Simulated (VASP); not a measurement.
Write the native input for VASP 6.6.1 that does the following.

- Task: single point
- Functional: PBE
- Potentials or basis: VASP PAW PBE potentials, release 64 (K_sv, Br)
- Cutoff: 520 eV
- k mesh: 2 × 6 × 1
- Occupations: gaussian, width 0.05 eV
- Spin: no spin polarisation
- Dipole correction: yes
- Further INCAR settings: LREAL = Auto; ALGO = Normal; EDIFF = 1e-06; NBANDS = 114

The structure of KBr lies in POSCAR:

```
KBr
1.0
   18.9529956405      0.0000000000      0.0000000000
    0.0000000000      4.7382489101      0.0000000000
    0.0000000000      0.0000000000     22.0513438059
K Br
12 12
Direct
    0.0000000000      0.0000000000      0.0680230653
    0.1250000000      0.5000000000      0.2198593564
    0.2500000000      0.0000000000      0.0680230653
    0.3750000000      0.5000000000      0.2198593564
    0.5000000000      0.0000000000      0.0680230653
    0.6250000000      0.5000000000      0.2198593564
    0.7500000000      0.0000000000      0.0680230653
    0.8750000000      0.5000000000      0.2198593564
    0.0000000000      0.0000000000      0.3688800765
    0.2500000000      0.0000000000      0.3688800765
    0.5000000000      0.0000000000      0.3688800765
    0.7500000000      0.0000000000      0.3688800765
    0.0000000000      0.0000000000      0.2188612167
    0.1250000000      0.5000000000      0.0680230653
    0.2500000000      0.0000000000      0.2188612167
    0.3750000000      0.5000000000      0.0680230653
    0.5000000000      0.0000000000      0.2188612167
    0.6250000000      0.5000000000      0.0680230653
    0.7500000000      0.0000000000      0.2188612167
    0.8750000000      0.5000000000      0.0680230653
    0.1250000000      0.5000000000      0.3723275615
    0.3750000000      0.5000000000      0.3723275615
    0.6250000000      0.5000000000      0.3723275615
    0.8750000000      0.5000000000      0.3723275615
```

These files were run (other wordings do the same):

INCAR

```
PREC = Accurate ; ENCUT = 520
EDIFF = 1E-6 ; ISMEAR = 0
SIGMA = 0.05 ; LREAL = Auto
LASPH = True ; NELM = 100
ALGO = Normal ; ISIF = 2
LWAVE = False ; LCHARG = False
LDIPOL = True ; IDIPOL = 3
DIPOL = 0.5 0.5 0.219 ; GGA = PE
NBANDS = 114
```

KPOINTS

```
Automatic mesh
0
Gamma
  2 6 1
```

Potentials or basis: VASP PAW PBE potentials, release 64 (K_sv, Br).

Launch:

```bash
$ cat potpaw_PBE.64/K_sv/POTCAR potpaw_PBE.64/Br/POTCAR > POTCAR
$ mpirun -np 1 vasp_std > vasp.out
```

Results of the run:

```json
{"Largest force": "0.058 eV/Å", "Band gap on the k mesh": "4.30 eV"}
```

Run time: 57 min on 1 thread of AMD EPYC 9R45 96-Core Processor (Zen 5) (shared host), peak memory 2.1 GiB.
